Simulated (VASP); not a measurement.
## LiF (base): single point with PBE

Crystal: LiF (base).

```
CELL_PARAMETERS angstrom
0.00000 2.01400 2.01400
2.01400 0.00000 2.01400
2.01400 2.01400 0.00000
ATOMIC_POSITIONS crystal
Li 0.00000 0.00000 0.00000
F 0.50000 0.50000 0.50000
```

```json
{
  "Program": "VASP 6.6.1",
  "Task": "single point",
  "Functional": "PBE",
  "Potentials or basis": "VASP PAW PBE potentials, release 64 (Li_sv, F)",
  "Cutoff": "520 eV",
  "k mesh": "8 × 8 × 8",
  "Occupations": "gaussian, width 0.1 eV",
  "Spin": "no spin polarisation"
}
```

The band gap on the k mesh is 9.09 eV, direct.

Levels at points of the mesh, in eV from the valence-band top:
```tsv
k point	band 3	band 4	band 5	band 6	band 7	band 8
(0.00, 0.00, 0.00)	0.00	0.00	0.00	9.09	23.97	23.97
(0.50, 0.00, 0.00)	-2.52	-0.23	-0.23	10.77	16.74	18.90
(0.50, 0.50, 0.00)	-3.00	-1.00	-1.00	14.81	16.47	17.45
```

Wall time 5.6 s on 1 thread of Intel(R) Xeon(R) Platinum 8259CL CPU @ 2.50GHz (Skylake/Cascade Lake), on a shared host, peak memory 0.13 GiB.

 A k mesh can miss the band edges.
